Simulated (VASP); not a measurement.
SrCl2, 3 atoms in the cell. It takes space group R3m (No. 160, trigonal). Conventional cell: a = 4.171 Å, b = 4.171 Å, c = 18.405 Å, α = 90.00°, β = 90.00°, γ = 120.00°. Within 3.8 Å of Sr (site symmetry 3m) lie 6 Cl at 2.92 Å. Within 3.8 Å of Cl (site symmetry 3m) lie 3 Sr at 2.92 Å and 4 Cl at 3.30 to 3.72 Å. Within 3.8 Å of Cl (site symmetry 3m) lie 3 Sr at 2.92 Å and 4 Cl at 3.30 to 3.72 Å. 

- Program: VASP 6.6.1
- Task: single point
- Functional: PBE-based screened hybrid with 35 % exact exchange
- Potentials or basis: VASP PAW PBE potentials, release 64 (Sr_sv, Cl)
- Cutoff: 400 eV
- k mesh: 4 × 4 × 4
- Occupations: gaussian, width 0.01 eV
- Spin: no spin polarisation
- Dipole correction: no
- Grid for exact exchange (PRECFOCK): Normal
- Share of exact exchange: 0.35
- Further INCAR settings: ALGO = Normal; EDIFF = 1e-06; NBANDS = 19
- Screening parameter: 0.2078 1/Å

Potentials or basis: VASP PAW PBE potentials, release 64 (Sr_sv, Cl).

Run with:

```sh
$ cat potpaw_PBE.64/Sr_sv/POTCAR potpaw_PBE.64/Cl/POTCAR > POTCAR
$ cp INCAR.step1 INCAR
$ mpirun -np 1 vasp_std > vasp.out
$ cp INCAR.step2 INCAR
$ mpirun -np 1 vasp_std > vasp.out
```

Hardware: 1 thread of Intel(R) Xeon(R) Platinum 8259CL CPU @ 2.50GHz (Skylake/Cascade Lake), on a shared host.

Question: How long does it take, and how much memory?

Answer: It took 65 min on 1 thread of Intel(R) Xeon(R) Platinum 8259CL CPU @ 2.50GHz (Skylake/Cascade Lake), with other jobs on the host, peak memory 0.44 GiB. Counts: k points 13.
